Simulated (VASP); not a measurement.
Wanted: the native input for a VASP 6.6.1 run.

```yaml
Task: single point
Functional: PBE
Potentials_or_basis: VASP PAW PBE potentials, release 64 (Sr_sv)
Cutoff: 520 eV
k_mesh: 15 × 15 × 15
Occupations: fermi-dirac, width 0.1 eV
Spin: no spin polarisation
Dipole_correction: no
Further_INCAR_settings: ALGO = Normal; EDIFF = 1e-07; NBANDS = 11
```

The structure of Sr lies in POSCAR:

```
Sr
1.0
   -2.4159897836      2.4159897836      2.4159897836
    2.4159897836     -2.4159897836      2.4159897836
    2.4159897836      2.4159897836     -2.4159897836
Sr
1
Direct
    0.0000000000      0.0000000000      0.0000000000
```

This cell differs from its parent crystal: volume scaled by 1.04.

The input as run:

INCAR

```
  PREC = Accurate
  ENCUT = 520
  EDIFF = 1E-7
  ISMEAR = -1
  SIGMA = 0.1
  LREAL = False
  LASPH = True
  NELM = 100
  ALGO = Normal
  ISIF = 2
  LWAVE = False
  LCHARG = False
  GGA = PE
  NBANDS = 11
```

KPOINTS

```
regular mesh
0
Gamma
  15 15 15
```

Potentials or basis: VASP PAW PBE potentials, release 64 (Sr_sv).

Run with:

```console
$ cat potpaw_PBE.64/Sr_sv/POTCAR > POTCAR
$ mpirun -np 1 vasp_std > vasp.out
```

It gave:

| Item | Value |
| --- | --- |
| Pressure | -0.4 GPa |
| Band gap on the k mesh | zero (band 5 reaches 1.80 eV, above the bottom of band 6 at 1.42 eV) |

Wall time 20 s on 1 thread of Intel(R) Xeon(R) Platinum 8559C (Emerald Rapids) (shared host), peak memory 0.21 GiB.
